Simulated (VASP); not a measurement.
Wanted: the native input for a VASP 6.6.1 run.

```
Task                   : single point
Functional             : PBE
Potentials or basis    : VASP PAW PBE potentials, release 64 (Sc_sv, Al, As)
Cutoff                 : 520 eV
k mesh                 : 6 × 6 × 6
Occupations            : gaussian, width 0.02 eV
Spin                   : no spin polarisation
Dipole correction      : no
Further INCAR settings : ALGO = Normal; EDIFF = 1e-06; NBANDS = 30
```

The structure of ScAl3As4 lies in POSCAR:

```
ScAl3As4
1.0
    5.8373793715      0.0000000000      0.0000000000
    0.0000000000      5.8373793715      0.0000000000
    0.0000000000      0.0000000000      5.8373793715
Sc Al As
1 3 4
Direct
    0.0000000000      0.0000000000      0.0000000000
    0.5000000000      0.5000000000      0.0000000000
    0.5000000000      0.0000000000      0.5000000000
    0.0000000000      0.5000000000      0.5000000000
    0.7412735381      0.7412735381      0.2587264619
    0.7412735381      0.2587264619      0.7412735381
    0.2587264619      0.7412735381      0.7412735381
    0.2587264619      0.2587264619      0.2587264619
```

These files were run (other wordings do the same):

INCAR

```
PREC = Accurate
ENCUT = 520
EDIFF = 1E-6
ISMEAR = 0
SIGMA = 0.02
LREAL = False
LASPH = True
NELM = 60
ALGO = Normal
ISIF = 2
LWAVE = False
LCHARG = False
GGA = PE
NBANDS = 30
```

KPOINTS

```
Automatic mesh
0
Gamma
  6 6 6
```

Potentials or basis: VASP PAW PBE potentials, release 64 (Sc_sv, Al, As).

Launch:

```bash
$ cat potpaw_PBE.64/Sc_sv/POTCAR potpaw_PBE.64/Al/POTCAR potpaw_PBE.64/As/POTCAR > POTCAR
$ mpirun -np 1 vasp_std > vasp.out
```

Results of the run:

```yaml
Pressure: 0.2 GPa
Band_gap_on_the_k_mesh: 1.65 eV, indirect (least direct gap 1.68 eV)
```

Run time: 120 s on 1 thread of Intel(R) Xeon(R) Platinum 8488C (Sapphire Rapids), with other jobs on the host, peak memory 0.38 GiB.
